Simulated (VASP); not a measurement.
Input of a VASP 6.6.1 run:

POSCAR

```
CdSe
1.0
    0.0000000000      3.0358077929      3.0358077929
    3.0358077929      0.0000000000      3.0358077929
    3.0358077929      3.0358077929      0.0000000000
Cd Se
1 1
Direct
    0.0000000000      0.0000000000      0.0000000000
    0.7500000000      0.7500000000      0.7500000000
```

Contents of INCAR.step1:

```
  PREC = Accurate
  ENCUT = 520
  ISMEAR = 0
  SIGMA = 0.02
  LREAL = False
  LASPH = True
  NELM = 100
  NBANDS = 16
  GGA = PE
  ALGO = Normal
  EDIFF = 1E-4
  LWAVE = True
  LCHARG = False
```

INCAR.step2

```
  PREC = Accurate
  ENCUT = 520
  EDIFF = 1E-6
  ISMEAR = 0
  SIGMA = 0.02
  LREAL = False
  LASPH = True
  NELM = 100
  ALGO = Normal
  ISIF = 2
  LWAVE = False
  LCHARG = False
  METAGGA = R2SCAN
  LMIXTAU = True
  NBANDS = 16
  ISTART = 1
```

The input KPOINTS:

```
Automatic mesh
0
Gamma
  8 8 8
```

Potentials or basis: VASP PAW PBE potentials, release 64 (Cd, Se).

Launch:

```sh
$ cat potpaw_PBE.64/Cd/POTCAR potpaw_PBE.64/Se/POTCAR > POTCAR
$ cp INCAR.step1 INCAR
$ mpirun -np 1 vasp_std > vasp.out
$ cp INCAR.step2 INCAR
$ mpirun -np 1 vasp_std > vasp.out
```

Estimate the pressure.

2.0 GPa.

Estimate the band gap on the k mesh.

1.10 eV, direct.

Caveat: the PAW data sets were made with another functional, which shifts forces and pressure a little.
